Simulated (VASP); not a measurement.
Runs of VASP 6.6.1 on Pd. The structure is that of space group Im-3m (No. 229), or close to it. The cells are those of the table. This isn't the form of Pd at room conditions, which is fcc.

```csv
task,spin,cell,k mesh,cutoff (eV),gap on the mesh (eV),pressure (GPa)
single point,off,"a = 2.621 Å, angles 109.5°, 1 atom",16 × 16 × 16,520,none,19.8
single point,off,"a = 2.695 Å, angles 109.5°, 1 atom",14 × 14 × 14,520,none,(a)
single point,off,"a = 2.799 Å, angles 109.5°, 1 atom",16 × 16 × 16,520,none,-14.5
single point,"non-collinear, zero start, SOC","a = 2.695 Å, angles 109.5°, 1 atom",14 × 14 × 14,520,-,0.8
single point,off,"a = 2.765 Å, angles 109.5°, 1 atom",16 × 16 × 16,520,none,(b)
relaxation of cell and atoms,off,"relaxed from a = 2.674 Å, angles 109.5°, 1 atom",14 × 14 × 14,600,none,0.0
single point,off,"a = 2.730 Å, angles 109.5°, 1 atom",16 × 16 × 16,520,none,-5.9
single point,off,"a = 2.658 Å, angles 109.5°, 1 atom",16 × 16 × 16,520,none,9.0
```

Alike in all rows: level r2SCAN; potentials or basis VASP PAW PBE potentials, release 64 (Pd); smearing fermi-dirac 0.1 eV.

Problem. Fill in the values left out.

Solution. (a) 0.6; (b) -10.8.

Caveats: the PAW data sets were made with another functional, which shifts forces and pressure a little; the cell stands under tension (at least some runs); the cell stands under pressure (at least some runs).

A k mesh can miss the band edges, and rows without SOC leave out spin-orbit coupling on Pd.

A gap of «none» marks levels without a gap at the run's occupations.
